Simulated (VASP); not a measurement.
Set up this calculation in VASP 6.6.1, as the native input.

* Task: single point
* Functional: PBE
* Potentials or basis: VASP PAW PBE potentials, release 64 (Al, Cu)
* Cutoff: 520 eV
* k mesh: 10 × 10 × 14
* Occupations: fermi-dirac, width 0.3 eV
* Spin: no spin polarisation
* Dipole correction: no
* Further INCAR settings: ALGO = Normal; EDIFF = 1e-07; NBANDS = 16

The structure of Al2Cu lies in POSCAR:

```
Al2Cu
1.0
    4.1051820000      0.0000000000      0.0000000000
    0.0000000000      4.1051820000      0.0000000000
    0.0000000000      0.0000000000      2.8913130000
Al Cu
2 1
Direct
    0.5000000000      0.0000000000      0.5000000000
    0.0000000000      0.5000000000      0.5000000000
    0.0000000000      0.0000000000      0.0000000000
```

These files were run (other wordings do the same):

INCAR

```
SYSTEM = Al2Cu
PREC = Accurate ; ENCUT = 520
EDIFF = 1E-7 ; ISMEAR = -1
SIGMA = 0.3 ; LREAL = .False.
LASPH = .True. ; NELM = 80
ALGO = Normal ; ISIF = 2
LWAVE = .False. ; LCHARG = .False.
GGA = PE ; NBANDS = 16
```

KPOINTS

```
regular mesh
0
Gamma
  10 10 14
  0 0 0
```

Potentials or basis: VASP PAW PBE potentials, release 64 (Al, Cu).

The run is started by

```bash
$ cat potpaw_PBE.64/Al/POTCAR potpaw_PBE.64/Cu/POTCAR > POTCAR
$ mpirun -np 1 vasp_std > vasp.out
```

It gave:

* Pressure: 1.3 GPa
* Band gap on the k mesh: zero (an odd number of electrons rules out a gap without spin polarisation)

Caveat: so wide a smearing shifts energies and pressures.

Run time: 46 s on 1 thread of Intel(R) Xeon(R) 6975P-C (Granite Rapids), on a shared host, peak memory 0.25 GiB.
